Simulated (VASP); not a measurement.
**AlN: electric field gradients with PBEsol**

AlN:

```
Al N
1.0
     3.11100   -0.01556   -0.01556
    -1.56897    2.70198   -0.00569
    -0.02489   -0.02489    4.97800
Al N
2 2
Cartesian
  -0.0090 1.7961 -0.0090
  1.5386 0.8778 2.4767
  -0.0186 1.7866 1.9075
  1.5290 0.8683 4.3933
```

This cell differs from its parent crystal: equal xy, yz and zx shear strains of -1 %.

```json
{"Program": "VASP 6.6.1", "Task": "electric field gradients", "Functional": "PBEsol", "Potentials or basis": "VASP PAW PBE potentials, release 64 (Al, N)", "Cutoff": "520 eV", "k mesh": "10 × 10 × 6", "Occupations": "fermi-dirac, width 0.03 eV", "Spin": "no spin polarisation", "Dipole correction": "no", "Further INCAR settings": "ALGO = Normal; EDIFF = 1e-08; NBANDS = 16"}
```

```
Pressure                                : 0.6 GPa
Largest force                           : 0.258 eV/Å
Band gap on the k mesh                  : 4.08 eV
Largest electric field gradient by atom : Al +8.6; N -2.2, -2.7 V/Å²
```

Forces on the atoms (eV/Å):
```
Al   0.157  0.059  0.182
Al  -0.042  0.055  0.179
N    0.058 -0.055 -0.178
N   -0.173 -0.059 -0.183
```

Stress tensor (GPa, compression positive):
```
 1.24  1.80  1.28
 1.80  1.24  1.28
 1.28  1.28 -0.76
```

Levels at points of the mesh, in eV from the valence-band top:
```csv
k point,band 6,band 7,band 8,band 9,band 10,band 11
"(0.00, 0.00, 0.00)",-0.33,-0.28,0.00,4.08,6.52,10.49
"(0.50, 0.00, 0.00)",-2.25,-1.84,-0.82,5.54,5.65,7.98
"(0.00, 0.50, 0.00)",-2.19,-1.84,-0.77,5.63,5.66,8.02
"(0.50, 0.50, 0.00)",-2.13,-1.84,-0.73,5.65,5.72,8.06
"(0.00, 0.00, 0.50)",-0.66,-0.62,-0.59,6.35,6.35,10.17
"(0.50, 0.00, 0.50)",-1.60,-1.47,-1.34,5.07,5.15,8.92
"(0.00, 0.50, 0.50)",-1.55,-1.46,-1.36,5.11,5.17,8.98
"(0.50, 0.50, 0.50)",-1.51,-1.43,-1.40,5.15,5.18,9.07
```

Electric field gradients, principal values (V/Å²):
| atom | least | middle | greatest (by size) |
| --- | --- | --- | --- |
| 1 Al | -2.041 | -6.599 | 8.640 |
| 2 Al | -3.296 | -5.336 | 8.632 |
| 3 N | 0.881 | 1.360 | -2.242 |
| 4 N | 1.169 | 1.518 | -2.687 |

Wall time 62 s on 1 thread of Intel(R) Xeon(R) 6975P-C (Granite Rapids) (shared host), peak memory 0.28 GiB.

Caveat: the cell differs from its parent crystal (equal xy, yz and zx shear strains of -1 %); without QUAD_EFG the Cq values of the log hold for a quadrupole moment of 1 mb, not for the nuclei; the PAW data sets were made with another functional, which shifts forces and pressure a little.
